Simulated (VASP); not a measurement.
# BN (P6_3mc) in VASP: single point with r2SCAN

Aim: the single point of BN with r2SCAN.

Program: VASP 6.6.1. These are calculated values, not measurements. Logs are shortened: lines on timing, memory, paths and dates and some standing lists are left out, and cuts for length are marked.

**1. The cell of the first run**

Symmetry: P6_3mc, No. 186, hexagonal system. The conventional cell has a = 2.582 Å, b = 2.582 Å, c = 4.208 Å, α = 90.00°, β = 90.00°, γ = 120.00°. B (site symmetry 3m) has 4 N at 1.58 Å within 2.1 Å. N (site symmetry 3m) has 4 B at 1.58 Å within 2.1 Å.

**2. Single point, r2SCAN (strain +0.0150 x Voigt [1, 1, 0, 0, 0, 0])**

The input, POSCAR:

```
BN
1.0
    2.5821260211      0.0000000000      0.0000000000
   -1.2910630105      2.2361867300      0.0000000000
    0.0000000000      0.0000000000      4.2077449317
B N
2 2
Direct
    0.6666666667      0.3333333333      0.9997995909
    0.3333333333      0.6666666667      0.4997995909
    0.6666666667      0.3333333333      0.6252004091
    0.3333333333      0.6666666667      0.1252004091
```

The input, INCAR.step1:

```
SYSTEM = BN
  PREC = Accurate
  ENCUT = 1460
  ISMEAR = 0
  SIGMA = 0.05
  LREAL = .False.
  LASPH = .True.
  NELM = 120
  NBANDS = 16
  GGA = PE
  ALGO = Normal
  EDIFF = 1E-5
  LWAVE = .True.
  LCHARG = .False.
  GGA_COMPAT = .False.
```

The input, INCAR.step2:

```
SYSTEM = BN
  PREC = Accurate
  ENCUT = 1460
  EDIFF = 1E-6
  ISMEAR = 0
  SIGMA = 0.05
  LREAL = .False.
  LASPH = .True.
  NELM = 120
  ALGO = Normal
  ISIF = 2
  LWAVE = .False.
  LCHARG = .True.
  METAGGA = R2SCAN
  LMIXTAU = .True.
  LELF = .True.
  LVHAR = .True.
  NBANDS = 16
  ISTART = 1
  GGA_COMPAT = .False.
```

The input, KPOINTS:

```
Automatic mesh
0
Gamma
  12 12 6
  0 0 0
```

Potentials or basis: VASP PAW PBE potentials, release 64 (B_h, N_h).

Started as:

```bash
$ cat potpaw_PBE.64/B_h/POTCAR potpaw_PBE.64/N_h/POTCAR > POTCAR
$ cp INCAR.step1 INCAR
$ mpirun -np 1 vasp_std > vasp.out
$ cp INCAR.step2 INCAR
$ mpirun -np 1 vasp_std > vasp.out
```

OUTCAR:

```text
SYSTEM = BN
   PREC = Accurate
   ENCUT = 1460
   EDIFF = 1E-6
   ISMEAR = 0
   LREAL = .False.
   LASPH = .True.
   NELM = 120
   ISIF = 2
   METAGGA = R2SCAN
   ISTART = 1

 ion  position               nearest neighbor table
   1  0.667  0.333  1.000-
   2  0.333  0.667  0.500-
   3  0.667  0.333  0.625-
   4  0.333  0.667  0.125-

  LATTYP: Found a hexagonal cell.
 ALAT       =     2.5821260211
 C/A-ratio  =     1.6295660620

  Lattice vectors:

 A1 = (   2.5821260211,   0.0000000000,   0.0000000000)
 A2 = (  -1.2910630105,   2.2361867300,   0.0000000000)
 A3 = (   0.0000000000,   0.0000000000,   4.2077449317)

Analysis of symmetry for initial positions (statically):
=====================================================================
 Subroutine PRICEL returns:
 Original cell was already a primitive cell.

 Routine SETGRP: Setting up the symmetry group for a
 hexagonal supercell.

 Subroutine GETGRP returns: Found 12 space group operations
 (whereof  6 operations were pure point group operations)
 out of a pool of 24 trial point group operations.

The static configuration has the point symmetry C_3v.
 The point group associated with its full space group is C_6v.

Analysis of symmetry for dynamics (positions and initial velocities):
=====================================================================
 Subroutine PRICEL returns:
 Original cell was already a primitive cell.

 Routine SETGRP: Setting up the symmetry group for a
 hexagonal supercell.

 Subroutine GETGRP returns: Found 12 space group operations
 (whereof  6 operations were pure point group operations)
 out of a pool of 24 trial point group operations.

The dynamic configuration has the point symmetry C_3v.
 The point group associated with its full space group is C_6v.

 Subroutine INISYM returns: Found 12 space group operations
 (whereof  6 operations are pure point group operations),
 and found     1 'primitive' translations

----------------------------------------------------------------------------------------

                                     Primitive cell

  volume of cell :      24.2960

  direct lattice vectors                    reciprocal lattice vectors
     2.582126021  0.000000000  0.000000000     0.387277767  0.223594923  0.000000000
    -1.291063011  2.236186730  0.000000000     0.000000000  0.447189846  0.000000000
     0.000000000  0.000000000  4.207744932     0.000000000  0.000000000  0.237656991

  length of vectors
     2.582126021  2.582126021  4.207744932     0.447189846  0.447189846  0.237656991

  position of ions in fractional coordinates (direct lattice)
     0.666666667  0.333333333  0.999799591
     0.333333333  0.666666667  0.499799591
     0.666666667  0.333333333  0.625200409
     0.333333333  0.666666667  0.125200409

  ion indices of the primitive-cell ions
   primitive index   ion index
                 1           1
                 2           2
                 3           3
                 4           4

----------------------------------------------------------------------------------------

 KPOINTS: Automatic mesh

Automatic generation of k-mesh.
 Grid dimensions read from file:
 generate k-points for:   12   12    6

 Generating k-lattice:

  Cartesian coordinates                     Fractional coordinates (reciprocal lattice)
     0.032273147  0.018632910  0.000000000     0.083333333 -0.000000000  0.000000000
     0.000000000  0.037265821  0.000000000     0.000000000  0.083333333  0.000000000
     0.000000000  0.000000000  0.039609499     0.000000000  0.000000000  0.166666667

  Length of vectors
     0.037265821  0.037265821  0.039609499

  Shift w.r.t. Gamma in fractional coordinates (k-lattice)
     0.000000000  0.000000000  0.000000000

 Subroutine IBZKPT returns following result:
 ===========================================

 Found     76 irreducible k-points:

 Following reciprocal coordinates:
            Coordinates               Weight
  0.000000  0.000000  0.000000      1.000000
  0.083333 -0.000000  0.000000      6.000000
  0.166667 -0.000000  0.000000      6.000000
  0.250000 -0.000000  0.000000      6.000000
  0.333333 -0.000000  0.000000      6.000000
  0.416667 -0.000000  0.000000      6.000000
[... 16 lines left out ...]
  0.250000 -0.000000  0.166667     12.000000
  0.333333 -0.000000  0.166667     12.000000
 [... further k-points ...]
   k-points           NKPTS =     76   k-points in BZ     NKDIM =     76   number of bands    NBANDS=     16
   number of dos      NEDOS =    301   number of ions     NIONS =      4
   total plane-waves  NPLWV =  55296
   dimension x,y,z NGX =    32 NGY =   32 NGZ =   54
   dimension x,y,z NGXF=    64 NGYF=   64 NGZF=  108
   ions per type =               2   2
   NGX,Y,Z   is equivalent  to a cutoff of  20.60, 20.60, 21.34 a.u.
   NGXF,Y,Z  is equivalent  to a cutoff of  41.21, 41.21, 42.67 a.u.
 SYSTEM =  BN
   PREC   = accura    normal or accurate (medium, high low for compatibility)
   ISTART =      1    job   : 0-new  1-cont  2-samecut
   ICHARG =      0    charge: 1-file 2-atom 10-const
   ISPIN  =      1    spin polarized calculation?
   LNONCOLLINEAR =      F non collinear calculations
   LSORBIT =      F    spin-orbit coupling
   LASPH  =      T    aspherical Exc in radial PAW
   ENCUT  = 1460.0 eV 107.31 Ry   10.36 a.u.   8.04  8.04 13.11*2*pi/ulx,y,z
   NELM   =    120;   NELMIN=  2; NELMDL=  0     # of ELM steps
   EDIFF  = 0.1E-05   stopping-criterion for ELM
   LREAL  =      F    real-space projection
   EDIFFG = 0.1E-04   stopping-criterion for IOM
   NSW    =      0    number of steps for IOM
   IBRION =     -1    ionic relax: 0-MD 1-quasi-New 2-CG
   NFREE  =      0    steps in history (QN), initial steepest desc. (CG)
   ISIF   =      2    stress and relaxation
   ISYM   =      2    0-nonsym 1-usesym 2-fastsym
   POTIM  = 0.5000    time-step for ionic-motion
   TEBEG  =    0.0;   TEEND  =   0.0 temperature during run
   PSTRESS=    0.0 pullay stress
   NELECT =      16.0000    total number of electrons
   NUPDOWN=      -1.0000    fix difference up-down
   EMIN   =  10.00;   EMAX   =-10.00  energy-range for DOS
   EFERMI =   0.00;   METHOD = LEGACY
   ISMEAR =     0;   SIGMA  =   0.05  broadening in eV -4-tet -1-fermi 0-gaus
   EFERMI_NEDOS =   21; number of points for ismear=-14 and -15
   IALGO  =     38    algorithm
   IMIX   =      4    mixing-type and parameters
     AMIX     =   0.40;   BMIX     =  1.00
     AMIX_MAG =   1.60;   BMIX_MAG =  1.00
  volume/ion in A,a.u.               =       6.07        40.99
  Fermi-wavevector in a.u.,A,eV,Ry     =   1.424306  2.691547 27.601412  2.028647
  Thomas-Fermi vector in A             =   2.544811
   LORBIT       =      0    0 simple, 1 ext, 2 COOP (PROOUT), +10 PAW based schemes
   METAGGA = R2SCAN    functional components
   LHFCALC =     F    Hartree Fock is set to
   AEXX    =    0.0000 exact exchange contribution
   IVDW    =     0    specifies the selected vdW correction
   LEPSILON=     F    determine dielectric tensor
   LRPA    =     F    only Hartree local field effects (RPA)
 non-spin polarized calculation
 Gauss-broadening in eV      SIGMA  =   0.05
  energy-cutoff  :     1460.00
  volume of cell :       24.30
 maximum number of plane-waves:      3114
   NGX = 17   NGY = 17   NGZ = 27

 number of electron      16.0000000 magnetization

 Free energy of the ion-electron system (eV)
  ---------------------------------------------------
  ext. energy  EPLUGINS =         0.00000000
  ---------------------------------------------------
  free energy    TOTEN  =       -38.29381384 eV

  energy without entropy =      -38.29381384  energy(sigma->0) =      -38.29381384

 E-fermi :   8.9671     XC(G=0): -13.5952

 val. band max:        8.6833435926   @ k =   0.0000   0.0000   0.0000
 cond. band min:      14.5072275231   @ k =   0.3333   0.3333   0.0000
 fundamental gap:      5.8238839305
 Fermi energy:         8.9670863784

 k-point     1 :       0.0000    0.0000    0.0000
  band No.  band energies     occupation
      1     -12.4445      2.00000
      2      -8.2138      2.00000
      3      -2.3143      2.00000
      4       6.4297      2.00000
      5       6.4297      2.00000
      6       8.4643      2.00000
[... 8 lines left out ...]
     15      21.2318      0.00000
     16      25.9197      0.00000

 k-point     2 :       0.0833   -0.0000    0.0000
  band No.  band energies     occupation
      1     -12.2934      2.00000
      2      -8.1013      2.00000
      3      -2.1644      2.00000
      4       5.7256      2.00000
      5       6.1492      2.00000
      6       8.0861      2.00000
[... 8 lines left out ...]
     15      21.6844      0.00000
     16      25.6536      0.00000

 k-point     3 :       0.1667   -0.0000    0.0000
  band No.  band energies     occupation
      1     -11.8456      2.00000
      2      -7.7820      2.00000
      3      -1.7210      2.00000
      4       4.0431      2.00000
      5       5.4884      2.00000
      6       6.6457      2.00000
[... 8 lines left out ...]
     15      22.8690      0.00000
     16      24.8614      0.00000

 k-point     4 :       0.2500   -0.0000    0.0000
  band No.  band energies     occupation
      1     -11.1204      2.00000
      2      -7.3238      2.00000
      3      -1.0061      2.00000
      4       2.0697      2.00000
      5       4.7455      2.00000
      6       4.8516      2.00000
[... 8 lines left out ...]
     15      24.4153      0.00000
     16      24.8162      0.00000
[... 324 lines left out ...]
 k-point    22 :       0.1667   -0.0000    0.1667
  band No.  band energies     occupation
      1     -11.6769      2.00000
      2      -8.3012      2.00000
      3      -0.9348      2.00000
      4       4.2009      2.00000
      5       5.6274      2.00000
      6       6.1650      2.00000
[... 8 lines left out ...]
     15      22.5291      0.00000
     16      24.8749      0.00000

 k-point    23 :       0.2500   -0.0000    0.1667
  band No.  band energies     occupation
      1     -10.9574      2.00000
      2      -7.7814      2.00000
      3      -0.3886      2.00000
      4       2.3194      2.00000
      5       4.3795      2.00000
      6       4.8923      2.00000
[... 8 lines left out ...]
     15      24.0555      0.00000
     16      24.9502      0.00000

 k-point    24 :       0.3333   -0.0000    0.1667
  band No.  band energies     occupation
      1     -10.0132      2.00000
      2      -7.2419      2.00000
      3      -0.3087      2.00000
      4       1.2594      2.00000
      5       2.5962      2.00000
      6       4.2703      2.00000
[... 8 lines left out ...]
     15      25.5220      0.00000
     16      25.7724      0.00000

 [... further k-points ...]

------------------------ aborting loop because EDIFF is reached ----------------------------------------

  FORCE on cell =-STRESS in cart. coord.  units (eV):
  Direction    XX          YY          ZZ          XY          YZ          ZX
  --------------------------------------------------------------------------------------
  -------------------------------------------------------------------------------------
  Total       -2.4151217     -2.4151217     -0.3152251     -0.0000000      0.0000000      0.0000000
  in kB     -159.2629296   -159.2629296    -20.7872228     -0.0000000      0.0000000      0.0000000
  external PRESSURE =    -113.1043606 kB  Pullay stress =       0.0000000 kB

 VOLUME and BASIS-vectors are now :
 -----------------------------------------------------------------------------
  energy-cutoff  :     1460.00
  volume of cell :       24.30
      direct lattice vectors                 reciprocal lattice vectors
     2.582126021  0.000000000  0.000000000     0.387277767  0.223594923  0.000000000
    -1.291063011  2.236186730  0.000000000     0.000000000  0.447189846  0.000000000
     0.000000000  0.000000000  4.207744932     0.000000000  0.000000000  0.237656991

 POSITION                                       TOTAL-FORCE (eV/Angst)
 -----------------------------------------------------------------------------------
      1.29106      0.74540      4.20690        -0.000000     -0.000000      0.004632
     -0.00000      1.49079      2.10303         0.000000      0.000000      0.004632
      1.29106      0.74540      2.63068         0.000000      0.000000     -0.004632
     -0.00000      1.49079      0.52681        -0.000000     -0.000000     -0.004632
 -----------------------------------------------------------------------------------
    total drift:                                0.000000      0.000000     -0.006974

  FREE ENERGIE OF THE ION-ELECTRON SYSTEM (eV)
  ---------------------------------------------------
  free  energy   TOTEN  =       -38.2938138415 eV

  energy  without entropy=      -38.2938138415  energy(sigma->0) =      -38.29381384
```

Run time: 8.3 min. Hardware: 1 thread of AMD EPYC 7R43 (Zen 3), shared host; peak memory 0.27 GiB.

Results:

- Free energy: -38.2938 eV
- Pressure: -11.3 GPa
- Largest force: 0.005 eV/Å
- Band gap on the k mesh: 5.82 eV (least direct gap 8.73 eV)

Forces on the atoms (eV/Å):
```
B    0.000  0.000  0.005
B    0.000  0.000  0.005
N    0.000  0.000 -0.005
N    0.000  0.000 -0.005
```

Caveat: the cell differs from its parent crystal (strain +0.0150 x Voigt [1, 1, 0, 0, 0, 0]); the stress differs along the axes, from -16 to -2 GPa; the PAW data sets were made with another functional, which shifts forces and pressure a little. A k mesh can miss the band edges.
